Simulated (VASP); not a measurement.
# InP4 (P1) in VASP: a series of runs

The runs below take InP4 through relaxation of cell and atoms, with PBEsol.

Everything below comes from runs of VASP 6.6.1. Logs are shortened: lines on timing, memory, paths and dates and some standing lists are left out, and cuts for length are marked.

### Step 1. The cell of the first run

The typed cell holds 15 atoms: a = 7.430 Å, b = 7.430 Å, c = 7.837 Å, α = 61.70°, β = 61.70°, γ = 60.00°.

### Step 2. Relaxation of cell and atoms, PBEsol

Contents of INCAR:

```
SYSTEM = InP4
PREC = Accurate
ENCUT = 500
EDIFF = 1E-7
ISMEAR = 0
SIGMA = 0.1
LREAL = Auto
LASPH = .TRUE.
NELM = 120
ALGO = Normal
ISIF = 3
LWAVE = .FALSE.
LCHARG = .FALSE.
GGA = PS
IBRION = 2
NSW = 70
EDIFFG = -0.04
ISYM = -1
GGA_COMPAT = .FALSE.
NELMIN = 4
```

Contents of KPOINTS:

```
explicit points
4
Reciprocal
  0.25000000   0.25000000   0.25000000 2
  0.25000000   0.25000000   0.75000000 2
  0.25000000   0.75000000   0.25000000 2
  0.25000000   0.75000000   0.75000000 2
```

Contents of POSCAR:

```
InP4
1.0
    3.7149865628     -6.4345454761      0.0000000000
    7.4299731255      0.0000000000      0.0000000000
    3.7149865628     -2.1448484920      6.5587524052
In P
3 12
Direct
    0.3636951920      0.3610043916      0.9139155539
    0.6373832580      0.6395570818      0.0902578574
    0.1333396277      0.1369335727      0.5930471455
    0.8791551800      0.8806132929      0.9091456671
    0.3792616576      0.3782723603      0.4137420681
    0.3245233038      0.8722659759      0.9173884541
    0.8231102648      0.3824189360      0.4112776493
    0.8820685922      0.3276702864      0.9150234462
    0.3713633698      0.8273813303      0.4151502929
    0.6216029431      0.6180065565      0.5807080914
    0.1258576967      0.1202064420      0.0848282018
    0.6232591716      0.1757811944      0.5817095493
    0.1210634356      0.6766843365      0.0798107401
    0.1712139570      0.6225956038      0.5815569044
    0.6727168761      0.1243262054      0.0855311989
```

Potentials or basis: VASP PAW PBE potentials, release 64 (In_d, P).

The run is started by

```bash
$ cat potpaw_PBE.64/In_d/POTCAR potpaw_PBE.64/P/POTCAR > POTCAR
$ mpirun -np 1 vasp_std > vasp.out
```

OUTCAR:

```text
SYSTEM = InP4
   PREC = Accurate
   ENCUT = 500
   EDIFF = 1E-7
   ISMEAR = 0
   LREAL = Auto
   LASPH = .TRUE.
   NELM = 120
   ISIF = 3
   GGA = PS
   IBRION = 2
   NSW = 70
   EDIFFG = -0.04
   ISYM = -1
   NELMIN = 4

 ion  position               nearest neighbor table
   1  0.364  0.361  0.914-  11 2.60  15 2.61  13 2.62  10 2.89  12 2.89  14 2.93
   2  0.637  0.640  0.090-   4 2.62   6 2.64   8 2.65   7 2.83   9 2.86   5 2.88
   3  0.133  0.137  0.593-   5 2.64   9 2.65   7 2.67   4 2.83   8 2.85   6 2.87
   4  0.879  0.881  0.909-  13 2.22  15 2.26   2 2.62   3 2.83
   5  0.379  0.378  0.414-  12 2.22  14 2.22   3 2.64   2 2.88
   6  0.325  0.872  0.917-  13 2.15  11 2.24   2 2.64   3 2.87
   7  0.823  0.382  0.411-  10 2.18  12 2.19   3 2.67   2 2.83
   8  0.882  0.328  0.915-  15 2.23  11 2.23   2 2.65   3 2.85
   9  0.371  0.827  0.415-  14 2.18  10 2.25   3 2.65   2 2.86
  10  0.622  0.618  0.581-   7 2.18   9 2.25   1 2.89
  11  0.126  0.120  0.085-   8 2.23   6 2.24   1 2.60
  12  0.623  0.176  0.582-   7 2.19   5 2.22   1 2.89
  13  0.121  0.677  0.080-   6 2.15   4 2.22   1 2.62
  14  0.171  0.623  0.582-   9 2.18   5 2.22   1 2.93
  15  0.673  0.124  0.086-   8 2.23   4 2.26   1 2.61

IMPORTANT INFORMATION: All symmetrisations will be switched off!
NOSYMM: (Re-)initialisation of all symmetry stuff for point group C_1.

----------------------------------------------------------------------------------------

                                     Primitive cell

  volume of cell :     313.5641

  direct lattice vectors                    reciprocal lattice vectors
     3.714986563 -6.434545476  0.000000000     0.000000000 -0.155411133 -0.050822674
     7.429973126  0.000000000  0.000000000     0.134589989  0.077705566 -0.050822674
     3.714986563 -2.144848492  6.558752405     0.000000000  0.000000000  0.152468021

  length of vectors
     7.429973126  7.429973126  7.837010484     0.163510135  0.163510135  0.152468021

  position of ions in fractional coordinates (direct lattice)
     0.363695192  0.361004392  0.913915554
     0.637383258  0.639557082  0.090257857
     0.133339628  0.136933573  0.593047146
     0.879155180  0.880613293  0.909145667
     0.379261658  0.378272360  0.413742068
     0.324523304  0.872265976  0.917388454
     0.823110265  0.382418936  0.411277649
     0.882068592  0.327670286  0.915023446
     0.371363370  0.827381330  0.415150293
     0.621602943  0.618006556  0.580708091
     0.125857697  0.120206442  0.084828202
     0.623259172  0.175781194  0.581709549
     0.121063436  0.676684337  0.079810740
     0.171213957  0.622595604  0.581556904
     0.672716876  0.124326205  0.085531199

  ion indices of the primitive-cell ions
   primitive index   ion index
                 1           1
                 2           2
                 3           3
[... 44 lines left out ...]
   NELM   =    120;   NELMIN=  4; NELMDL= -5     # of ELM steps
   EDIFF  = 0.1E-06   stopping-criterion for ELM
   LREAL  =      T    real-space projection
   EDIFFG = -.4E-01   stopping-criterion for IOM
   NSW    =     70    number of steps for IOM
   IBRION =      2    ionic relax: 0-MD 1-quasi-New 2-CG
   NFREE  =      1    steps in history (QN), initial steepest desc. (CG)
   ISIF   =      3    stress and relaxation
   ISYM   =     -1    0-nonsym 1-usesym 2-fastsym
   POTIM  = 0.5000    time-step for ionic-motion
   TEBEG  =    0.0;   TEEND  =   0.0 temperature during run
   PSTRESS=    0.0 pullay stress
   NELECT =      99.0000    total number of electrons
   NUPDOWN=      -1.0000    fix difference up-down
   EMIN   =  10.00;   EMAX   =-10.00  energy-range for DOS
   EFERMI =   0.00;   METHOD = LEGACY
   ISMEAR =     0;   SIGMA  =   0.10  broadening in eV -4-tet -1-fermi 0-gaus
   EFERMI_NEDOS =   21; number of points for ismear=-14 and -15
   IALGO  =     38    algorithm
   IMIX   =      4    mixing-type and parameters
     AMIX     =   0.40;   BMIX     =  1.00
     AMIX_MAG =   1.60;   BMIX_MAG =  1.00
  volume/ion in A,a.u.               =      20.90       141.07
  Fermi-wavevector in a.u.,A,eV,Ry     =   1.114751  2.106573 16.907542  1.242669
  Thomas-Fermi vector in A             =   2.251349
   LORBIT       =      0    0 simple, 1 ext, 2 COOP (PROOUT), +10 PAW based schemes
   GGA     = PS    functional components
   LHFCALC =     F    Hartree Fock is set to
   AEXX    =    0.0000 exact exchange contribution
   IVDW    =     0    specifies the selected vdW correction
   LEPSILON=     F    determine dielectric tensor
   LRPA    =     F    only Hartree local field effects (RPA)
 conjugate gradient relaxation of ions
 non-spin polarized calculation
 Gauss-broadening in eV      SIGMA  =   0.10
  energy-cutoff  :      500.00
  volume of cell :      313.56
 maximum number of plane-waves:      7972
 NGX is ok and might be reduce to    54
   NGX = 27   NGY = 27   NGZ = 29

--------------------------------------- Ionic step        1  -------------------------------------------

 number of electron      98.9999998 magnetization

 Free energy of the ion-electron system (eV)
  ---------------------------------------------------
  ext. energy  EPLUGINS =         0.00000000
  ---------------------------------------------------
  free energy    TOTEN  =       -77.05022353 eV

  energy without entropy =      -77.01950810  energy(sigma->0) =      -77.03486582

 E-fermi :   5.6941     XC(G=0):  -9.9565

 val. band max:        5.6862102943   @ k =   0.2500   0.7500   0.2500
 cond. band min:       5.6970730192   @ k =   0.2500   0.7500   0.7500
 fundamental gap:      0.0108627249
 Fermi energy:         5.6941187806

 k-point     1 :       0.2500    0.2500    0.2500
  band No.  band energies     occupation
      1      -8.6600      2.00000
      2      -8.6142      2.00000
      3      -8.5958      2.00000
      4      -8.5351      2.00000
      5      -8.5030      2.00000
      6      -8.4723      2.00000
[... 377 lines left out ...]
  FREE ENERGIE OF THE ION-ELECTRON SYSTEM (eV)
  ---------------------------------------------------
  free  energy   TOTEN  =       -77.1650022168 eV

  energy  without entropy=      -77.1342892169  energy(sigma->0) =      -77.14964572

[... ionic steps 4 to 20 ...]

--------------------------------------- Ionic step       21  -------------------------------------------

 number of electron      99.0000002 magnetization

------------------------ aborting loop because EDIFF is reached ----------------------------------------
[... 93 lines left out ...]
--------------------------------------- Ionic step       23  -------------------------------------------

 number of electron      99.0000000 magnetization

 Free energy of the ion-electron system (eV)
  ---------------------------------------------------
  ext. energy  EPLUGINS =         0.00000000
  ---------------------------------------------------
  free energy    TOTEN  =       -77.31467953 eV

  energy without entropy =      -77.28604888  energy(sigma->0) =      -77.30036420

 E-fermi :   6.3551     XC(G=0): -10.2562

 val. band max:        6.3471325652   @ k =   0.2500   0.7500   0.2500
 cond. band min:       6.3621477050   @ k =   0.2500   0.7500   0.7500
 fundamental gap:      0.0150151397
 Fermi energy:         6.3551478215

 k-point     1 :       0.2500    0.2500    0.2500
  band No.  band energies     occupation
      1      -8.0902      2.00000
      2      -8.0185      2.00000
      3      -8.0020      2.00000
      4      -7.9255      2.00000
      5      -7.8980      2.00000
      6      -7.8614      2.00000
[... 279 lines left out ...]
  FREE ENERGIE OF THE ION-ELECTRON SYSTEM (eV)
  ---------------------------------------------------
  free  energy   TOTEN  =       -77.3146795290 eV

  energy  without entropy=      -77.2860488772  energy(sigma->0) =      -77.30036420

 reached required accuracy - stopping structural energy minimisation
```

CONTCAR:

```text
InP4
   1.00000000000000
     3.5981226894962055   -6.3517652824538793    0.0019979229570120
     7.3060837391127196    0.0633689159652300    0.0127885005087981
     3.6459703693034777   -2.0916659178067394    6.3484426282472981
  In              P
     3    12
Direct
     0.3712613411005518    0.3726926859742861    0.8900240961770096
[... 19 lines left out ...]
  0.00000000E+00  0.00000000E+00  0.00000000E+00
  0.00000000E+00  0.00000000E+00  0.00000000E+00
  0.00000000E+00  0.00000000E+00  0.00000000E+00
  0.00000000E+00  0.00000000E+00  0.00000000E+00
  0.00000000E+00  0.00000000E+00  0.00000000E+00
  0.00000000E+00  0.00000000E+00  0.00000000E+00
  0.00000000E+00  0.00000000E+00  0.00000000E+00
  0.00000000E+00  0.00000000E+00  0.00000000E+00
  0.00000000E+00  0.00000000E+00  0.00000000E+00
  0.00000000E+00  0.00000000E+00  0.00000000E+00
  0.00000000E+00  0.00000000E+00  0.00000000E+00
```

Run time: 23 min. Hardware: 1 thread of AMD EPYC 9R45 (Zen 5), shared host; peak memory 0.44 GiB.

What came out:

* Free energy: -77.3147 eV
* Relaxed volume: 19.72 Å³/atom
* Relaxed cell: a = 7.300 Å, b = 7.306 Å, c = 7.614 Å, α = 61.45°, β = 61.62°, γ = 60.97°
* Space group after relaxing (to 0.1 Å): Cm (No. 8)
* Energy gained by relaxing: 17.6 meV/atom
* Ionic steps: 23
* Pressure after relaxing: 0.0 GPa
* Largest force after relaxing: 0.036 eV/Å
* Band gap on the k mesh: zero (an odd number of electrons rules out a gap without spin polarisation)

Forces in eV/Å, atoms in the order of the input:
```
In   0.013 -0.012  0.006
In  -0.030  0.014 -0.012
In  -0.002 -0.003 -0.019
P   -0.009  0.008  0.003
P    0.004 -0.017 -0.016
P   -0.009  0.017 -0.008
P    0.000  0.012  0.022
P   -0.003 -0.025 -0.004
P    0.001  0.006 -0.002
P    0.005 -0.018  0.025
P    0.023  0.002  0.015
P    0.002  0.006 -0.005
P    0.006  0.000 -0.002
P   -0.007  0.018 -0.004
P    0.008 -0.006  0.000
```

The path:
```
step  energy change (eV)  largest force (eV/Å)  pressure (GPa)  volume (Å³)
   1              0.0000                0.6754           -1.66       313.56
   2             -0.1148                0.4660            0.58       303.85
   3             -0.1148                0.4650            0.56       303.90
   4             -0.1644                0.2640           -0.23       303.48
   5             -0.1662                0.2600           -0.41       303.38
   6             -0.1896                0.2389           -0.02       300.83
   7             -0.1961                0.2774            0.33       298.67
   8             -0.2147                0.2684            0.14       298.30
   9             -0.2239                0.2733           -0.10       297.79
  10             -0.2415                0.1986            0.01       296.88
  11             -0.2459                0.1400            0.10       296.11
  12             -0.2506                0.0922           -0.11       296.58
  13             -0.2517                0.1101           -0.29       296.99
  14             -0.2544                0.0919           -0.06       296.25
  15             -0.2549                0.0903            0.10       295.78
  16             -0.2569                0.0649            0.06       295.83
  17             -0.2591                0.0800           -0.03       295.98
  18             -0.2607                0.0752           -0.01       295.91
  19             -0.2623                0.0734            0.03       295.76
  20             -0.2624                0.0795            0.04       295.73
  21             -0.2638                0.0527           -0.02       295.90
  22             -0.2638                0.0524           -0.03       295.93
  23             -0.2645                0.0356            0.01       295.83
```

Final structure:
```
In P
1.0
     3.59812   -6.35177    0.00200
     7.30608    0.06337    0.01279
     3.64597   -2.09167    6.34844
In P
3 12
Direct
  0.37126 0.37269 0.89002
  0.63806 0.63803 0.07979
  0.13417 0.13320 0.58189
  0.87841 0.87997 0.91676
  0.37725 0.37974 0.40441
  0.32086 0.88492 0.91686
  0.81758 0.38665 0.41541
  0.88262 0.32271 0.91629
  0.38566 0.81773 0.41596
  0.63993 0.63971 0.57633
  0.11810 0.11896 0.10059
  0.61615 0.16802 0.58655
  0.11921 0.66472 0.09308
  0.16594 0.61775 0.58561
  0.66441 0.11891 0.09354
```

Levels at points of the mesh, in eV from the Fermi level:
```tsv
k point	band 45	band 46	band 47	band 48	band 49	band 50	band 51	band 52	band 53	band 54
(0.25, 0.25, 0.25)	-0.97	-0.56	-0.54	-0.38	-0.33	0.30	0.32	0.84	2.02	2.32
```

Caveat: the PAW data sets were made with another functional, which shifts forces and pressure a little; spin-orbit coupling is left out, which moves the levels of the heavy elements; an odd number of electrons without spin polarisation forces a metal; a magnetic or distorted state may lie lower.

[end of part 1 of 2]

The gap in the log of VASP goes by the Fermi energy; the results here count the filled bands.